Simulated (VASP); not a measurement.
Write the native input for VASP 6.6.1 that does the following.

```yaml
Task: single point
Functional: r2SCAN
Potentials_or_basis: VASP PAW PBE potentials, release 64 (Pd)
Cutoff: 520 eV
k_mesh: 14 × 14 × 14
Occupations: methfessel-paxton, width 0.1 eV
Spin: no spin polarisation
Dipole_correction: no
Further_INCAR_settings: ALGO = Normal; EDIFF = 1e-06; NBANDS = 11
```

Crystal: Pd.

```
Pd
1.0
     0.00000    1.95585    1.95585
     1.95585    0.00000    1.95585
     1.95585    1.95585    0.00000
Pd
1
Direct
  0.00000 0.00000 0.00000
```

The input as run:

POSCAR

```
Pd
1.0
    0.0000000000      1.9558504376      1.9558504376
    1.9558504376      0.0000000000      1.9558504376
    1.9558504376      1.9558504376      0.0000000000
Pd
1
Direct
    0.0000000000      0.0000000000      0.0000000000
```

INCAR.step1

```
SYSTEM = Pd
PREC = Accurate
ENCUT = 520
ISMEAR = 1
SIGMA = 0.1
LREAL = .False.
LASPH = .True.
NELM = 80
NBANDS = 11
GGA = PE
ALGO = Normal
EDIFF = 1E-4
LWAVE = .True.
LCHARG = .False.
```

INCAR.step2

```
SYSTEM = Pd
PREC = Accurate
ENCUT = 520
EDIFF = 1E-6
ISMEAR = 1
SIGMA = 0.1
LREAL = .False.
LASPH = .True.
NELM = 80
ALGO = Normal
ISIF = 2
LWAVE = .False.
LCHARG = .False.
METAGGA = R2SCAN
LMIXTAU = .True.
NBANDS = 11
ISTART = 1
```

KPOINTS

```
Automatic mesh
0
Gamma
  14 14 14
  0 0 0
```

Potentials or basis: VASP PAW PBE potentials, release 64 (Pd).

Launch:

```bash
$ cat potpaw_PBE.64/Pd/POTCAR > POTCAR
$ cp INCAR.step1 INCAR
$ mpirun -np 1 vasp_std > vasp.out
$ cp INCAR.step2 INCAR
$ mpirun -np 1 vasp_std > vasp.out
```

It gave:

```yaml
Pressure: 0.3 GPa
Band_gap_on_the_k_mesh: zero (bands 5 and 6 overlap by 1.65 eV)
```

Caveat: the PAW data sets were made with another functional, which shifts forces and pressure a little.

Wall time 24 s on 1 thread of Intel(R) Xeon(R) 6975P-C (Granite Rapids) (shared host), peak memory 0.15 GiB.
